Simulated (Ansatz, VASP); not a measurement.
# SnCl3 in VASP and in Ansatz

```
Sn Cl
1.0
     5.22134    0.00000    0.00000
     0.00000    5.22134    0.00000
     0.00000    0.00000    5.22134
Sn Cl
1 3
Direct
  0.50000 0.50000 0.50000
  0.00000 0.50000 0.50000
  0.50000 0.00000 0.50000
  0.50000 0.50000 0.00000
```

Alike in both runs: functional PBE; k mesh 10 × 10 × 10; occupations gaussian, width 0.1 eV; no spin polarisation.

Ansatz relaxed the structure, and its values are those at the end. VASP's run is a single point on that final structure, the one shown.

```csv
,VASP,Ansatz
version,VASP 6.6.1,Ansatz 0.2.0
potentials or method,"VASP PAW PBE potentials, release 64 (Sn_d, Cl), cutoff 520 eV","scalar-relativistic, plane waves, PAW"
valence electrons in the cell,35,35
```

VASP gave:

| Quantity | Value |
| --- | --- |
| gap on the k mesh at the Fermi level (eV) | none |
| pressure (GPa) | -0.1 |

Task: What did Ansatz give for the same quantities?

Result: gap on the k mesh at the Fermi level (eV): none; pressure (GPa): 0.0.

A gap of «none» marks a metal or a gap that the smearing closes. Ansatz's warnings: xc potential rough in thin density.
